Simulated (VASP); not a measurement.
Set up this calculation in VASP 6.6.1, as the native input.

```
Task                   : single point
Functional             : PBE
Potentials or basis    : VASP PAW PBE potentials, release 64 (Mo_sv)
Cutoff                 : 520 eV
k mesh                 : 10 × 10 × 13
Occupations            : fermi-dirac, width 0.1 eV
Spin                   : no spin polarisation
Dipole correction      : no
Further INCAR settings : ALGO = Normal; EDIFF = 1e-06; NBANDS = 28
```

The structure of Mo lies in POSCAR:

```
Mo
1.0
    0.0000000000      3.1608398996     -3.1608398996
   -3.1608398996      0.0000000000      3.1608398996
    1.5804199498      1.5804199498      1.5804199498
Mo
3
Direct
    0.0000000000      0.0000000000      0.0000000000
    0.3333333330      0.6666666670      0.3333333330
    0.6666666670      0.3333333330      0.6666666670
```

The input as run:

INCAR

```
SYSTEM = Mo
PREC     = Accurate       ! precision mode
ENCUT    = 520            ! plane-wave cutoff, eV
EDIFF    = 1E-6           ! SCF threshold, eV
ISMEAR   = -1             ! smearing method
SIGMA    = 0.1            ! smearing width, eV
LREAL    = .False.        ! projectors in reciprocal space
LASPH    = .True.         ! aspherical terms in the spheres
NELM     = 100            ! most SCF steps
ALGO     = Normal         ! electronic algorithm
ISIF     = 2              ! what is computed and relaxed
LWAVE    = .False.        ! write WAVECAR
LCHARG   = .False.        ! write CHGCAR
GGA      = PE             ! functional
NBANDS   = 28             ! bands
```

KPOINTS

```
Automatic mesh
0
Gamma
  10 10 13
  0 0 0
```

Potentials or basis: VASP PAW PBE potentials, release 64 (Mo_sv).

Command:

```console
$ cat potpaw_PBE.64/Mo_sv/POTCAR > POTCAR
$ mpirun -np 1 vasp_std > vasp.out
```

Results of the run:

```
Pressure               : 0.5 GPa
Band gap on the k mesh : zero (band 21 reaches 14.35 eV, above the bottom of band 22 at 11.09 eV)
```

It took 50 s on 1 thread of Intel(R) Xeon(R) 6975P-C (Granite Rapids), with other jobs on the host, peak memory 0.26 GiB.
